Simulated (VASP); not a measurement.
# Ta2Si (I4/mcm) in VASP: single point with r2SCAN

Aim: the single point of Ta2Si with r2SCAN.

Everything below comes from runs of VASP 6.6.1. Logs are shortened: lines on timing, memory, paths and dates and some standing lists are left out, and cuts for length are marked.

## 1. The cell of the first run

It takes space group I4/mcm (No. 140, tetragonal). Conventional cell: a = 6.176 Å, b = 6.176 Å, c = 5.047 Å, α = 90.00°, β = 90.00°, γ = 90.00°. Ta (site symmetry m2m) has 4 Si at 2.63 Å and 11 Ta at 2.86 to 3.27 Å within 3.5 Å. Si (site symmetry 422) has 2 Si at 2.52 Å and 8 Ta at 2.63 Å within 3.3 Å.

## 2. Single point, r2SCAN

POSCAR

```
Ta2Si
1.0
   -3.0877629443      3.0877629443      2.5236412193
    3.0877629443     -3.0877629443      2.5236412193
    3.0877629443      3.0877629443     -2.5236412193
Ta Si
4 2
Direct
    0.6635932100      0.8364067900      0.5000000000
    0.8364067900      0.3364067900      0.1728135800
    0.3364067900      0.1635932100      0.5000000000
    0.1635932100      0.6635932100      0.8271864200
    0.2500000000      0.2500000000      0.0000000000
    0.7500000000      0.7500000000      0.0000000000
```

INCAR.step1

```
PREC = Accurate
ENCUT = 520
ISMEAR = 0
SIGMA = 0.02
LREAL = F
LASPH = T
NELM = 100
NBANDS = 35
GGA = PE
ALGO = Normal
EDIFF = 1E-4
LWAVE = T
LCHARG = F
```

INCAR.step2

```
PREC = Accurate
ENCUT = 520
EDIFF = 1E-6
ISMEAR = 0
SIGMA = 0.02
LREAL = F
LASPH = T
NELM = 100
ALGO = Normal
ISIF = 2
LWAVE = F
LCHARG = F
METAGGA = R2SCAN
LMIXTAU = T
NBANDS = 35
ISTART = 1
```

KPOINTS

```
regular mesh
0
Gamma
  10 10 10
```

Potentials or basis: VASP PAW PBE potentials, release 64 (Ta_pv, Si).

The run is started by

```console
$ cat potpaw_PBE.64/Ta_pv/POTCAR potpaw_PBE.64/Si/POTCAR > POTCAR
$ cp INCAR.step1 INCAR
$ mpirun -np 1 vasp_std > vasp.out
$ cp INCAR.step2 INCAR
$ mpirun -np 1 vasp_std > vasp.out
```

OUTCAR:

```text
PREC = Accurate
   ENCUT = 520
   EDIFF = 1E-6
   ISMEAR = 0
   LREAL = F
   LASPH = T
   NELM = 100
   ISIF = 2
   METAGGA = R2SCAN
   ISTART = 1

 ion  position               nearest neighbor table
   1  0.664  0.836  0.500-   5 2.63   5 2.63   6 2.63   6 2.63   3 2.86   3 2.94   3 2.94   2 3.23
                             4 3.23   4 3.23   2 3.23   4 3.27   2 3.27   4 3.27   2 3.27
   2  0.836  0.336  0.173-   6 2.63   5 2.63   5 2.63   6 2.63   4 2.86   4 2.94   4 2.94   1 3.23
                             3 3.23   3 3.23   1 3.23   1 3.27   3 3.27   3 3.27   1 3.27
   3  0.336  0.164  0.500-   6 2.63   6 2.63   5 2.63   5 2.63   1 2.86   1 2.94   1 2.94   2 3.23
                             4 3.23   4 3.23   2 3.23   4 3.27   2 3.27   2 3.27   4 3.27
   4  0.164  0.664  0.827-   6 2.63   5 2.63   5 2.63   6 2.63   2 2.86   2 2.94   2 2.94   3 3.23
                             1 3.23   1 3.23   3 3.23   3 3.27   1 3.27   1 3.27   3 3.27
   5  0.250  0.250  0.000-   6 2.52   6 2.52   1 2.63   1 2.63   3 2.63   4 2.63   3 2.63   2 2.63
                             4 2.63   2 2.63
   6  0.750  0.750  0.000-   5 2.52   5 2.52   3 2.63   3 2.63   1 2.63   1 2.63   4 2.63   2 2.63
                             4 2.63   2 2.63

  LATTYP: Found a body centered tetragonal cell.
 ALAT       =     6.1755258886
 C/A-ratio  =     0.8173040693

  Lattice vectors:

 A1 = (  -3.0877629443,   3.0877629443,   2.5236412193)
 A2 = (   3.0877629443,  -3.0877629443,   2.5236412193)
 A3 = (   3.0877629443,   3.0877629443,  -2.5236412193)

Analysis of symmetry for initial positions (statically):
=====================================================================
 Subroutine PRICEL returns:
 Original cell was already a primitive cell.

 Routine SETGRP: Setting up the symmetry group for a
 body centered tetragonal supercell.

 Subroutine GETGRP returns: Found 16 space group operations
 (whereof  8 operations were pure point group operations)
 out of a pool of 16 trial point group operations.

The static configuration has the point symmetry C_4h.
 The point group associated with its full space group is D_4h.

Analysis of symmetry for dynamics (positions and initial velocities):
=====================================================================
 Subroutine PRICEL returns:
 Original cell was already a primitive cell.

 Routine SETGRP: Setting up the symmetry group for a
 body centered tetragonal supercell.

 Subroutine GETGRP returns: Found 16 space group operations
 (whereof  8 operations were pure point group operations)
 out of a pool of 16 trial point group operations.

The dynamic configuration has the point symmetry C_4h.
 The point group associated with its full space group is D_4h.

 Subroutine INISYM returns: Found 16 space group operations
 (whereof  8 operations are pure point group operations),
 and found     1 'primitive' translations

[... 112 lines left out ...]
   PSTRESS=    0.0 pullay stress
   NELECT =      52.0000    total number of electrons
   NUPDOWN=      -1.0000    fix difference up-down
   EMIN   =  10.00;   EMAX   =-10.00  energy-range for DOS
   EFERMI =   0.00;   METHOD = LEGACY
   ISMEAR =     0;   SIGMA  =   0.02  broadening in eV -4-tet -1-fermi 0-gaus
   EFERMI_NEDOS =   21; number of points for ismear=-14 and -15
   IALGO  =     38    algorithm
   IMIX   =      4    mixing-type and parameters
     AMIX     =   0.40;   BMIX     =  1.00
     AMIX_MAG =   1.60;   BMIX_MAG =  1.00
  volume/ion in A,a.u.               =      16.04       108.25
  Fermi-wavevector in a.u.,A,eV,Ry     =   1.333370  2.519705 24.189476  1.777876
  Thomas-Fermi vector in A             =   2.462234
   LORBIT       =      0    0 simple, 1 ext, 2 COOP (PROOUT), +10 PAW based schemes
   METAGGA = R2SCAN    functional components
   LHFCALC =     F    Hartree Fock is set to
   AEXX    =    0.0000 exact exchange contribution
   IVDW    =     0    specifies the selected vdW correction
   LEPSILON=     F    determine dielectric tensor
   LRPA    =     F    only Hartree local field effects (RPA)
 non-spin polarized calculation
 Gauss-broadening in eV      SIGMA  =   0.02
  energy-cutoff  :      520.00
  volume of cell :       96.24
 maximum number of plane-waves:      2618
 NGX is ok and might be reduce to    40
   NGX = 19   NGY = 19   NGZ = 19

 number of electron      52.0000001 magnetization

 Free energy of the ion-electron system (eV)
  ---------------------------------------------------
  ext. energy  EPLUGINS =         0.00000000
  ---------------------------------------------------
  free energy    TOTEN  =      -215.48214879 eV

  energy without entropy =     -215.48132731  energy(sigma->0) =     -215.48173805

 E-fermi :   7.4983     XC(G=0): -13.4857

 val. band max:        7.4936766377   @ k =   0.5000   0.5000   0.2000
 cond. band min:       7.5087288112   @ k =   0.5000   0.5000  -0.0000
 fundamental gap:      0.0150521734
 Fermi energy:         7.4983053319

 k-point     1 :       0.0000    0.0000    0.0000
  band No.  band energies     occupation
      1     -28.3144      2.00000
      2     -28.3144      2.00000
      3     -28.3075      2.00000
      4     -28.2615      2.00000
      5     -28.2615      2.00000
      6     -28.2195      2.00000
[... 901 lines left out ...]
     34      11.5132      0.00000
     35      11.9623      0.00000

 [... further k-points ...]

------------------------ aborting loop because EDIFF is reached ----------------------------------------

  FORCE on cell =-STRESS in cart. coord.  units (eV):
  Direction    XX          YY          ZZ          XY          YZ          ZX
  --------------------------------------------------------------------------------------
  -------------------------------------------------------------------------------------
  Total       -0.0646016     -0.0646016      0.1307167      0.0000000      0.0000000      0.0000000
  in kB       -1.0754214     -1.0754214      2.1760361      0.0000000      0.0000000      0.0000000
  external PRESSURE =       0.0083978 kB  Pullay stress =       0.0000000 kB

 VOLUME and BASIS-vectors are now :
 -----------------------------------------------------------------------------
  energy-cutoff  :      520.00
  volume of cell :       96.24
      direct lattice vectors                 reciprocal lattice vectors
    -3.087762944  3.087762944  2.523641219     0.000000000  0.161929529  0.198126420
     3.087762944 -3.087762944  2.523641219     0.161929529  0.000000000  0.198126420
     3.087762944  3.087762944 -2.523641219     0.161929529  0.161929529  0.000000000

 POSITION                                       TOTAL-FORCE (eV/Angst)
 -----------------------------------------------------------------------------------
      2.07749      1.01027      2.52364        -0.005609      0.005609      0.000000
     -1.01027      2.07749      2.52364        -0.005609     -0.005609     -0.000000
      1.01027      2.07749      0.00000         0.005609     -0.005609      0.000000
      4.09804      1.01027      0.00000         0.005609      0.005609      0.000000
      0.00000      0.00000      1.26182        -0.000000      0.000000      0.000000
      0.00000      0.00000      3.78546        -0.000000     -0.000000      0.000000
 -----------------------------------------------------------------------------------
    total drift:                               -0.000000     -0.000000     -0.000000

  FREE ENERGIE OF THE ION-ELECTRON SYSTEM (eV)
  ---------------------------------------------------
  free  energy   TOTEN  =      -215.4821487917 eV

  energy  without entropy=     -215.4813273070  energy(sigma->0) =     -215.48173805
```

It took 12 min on 1 thread of Intel Xeon 6975P-C (Granite Rapids), shared host; peak memory 0.44 GiB.

Results:

```
Free energy            : -215.4821 eV
Pressure               : 0.0 GPa
Largest force          : 0.008 eV/Å
Band gap on the k mesh : zero (band 26 reaches 7.91 eV, above the bottom of band 27 at 7.11 eV)
```

Forces in eV/Å, atoms in the order of the input:
```
Ta  -0.006  0.006  0.000
Ta  -0.006 -0.006  0.000
Ta   0.006 -0.006  0.000
Ta   0.006  0.006  0.000
Si   0.000  0.000  0.000
Si   0.000  0.000  0.000
```

Caveat: the PAW data sets were made with another functional, which shifts forces and pressure a little; spin-orbit coupling is left out, which moves the levels of the heavy elements.
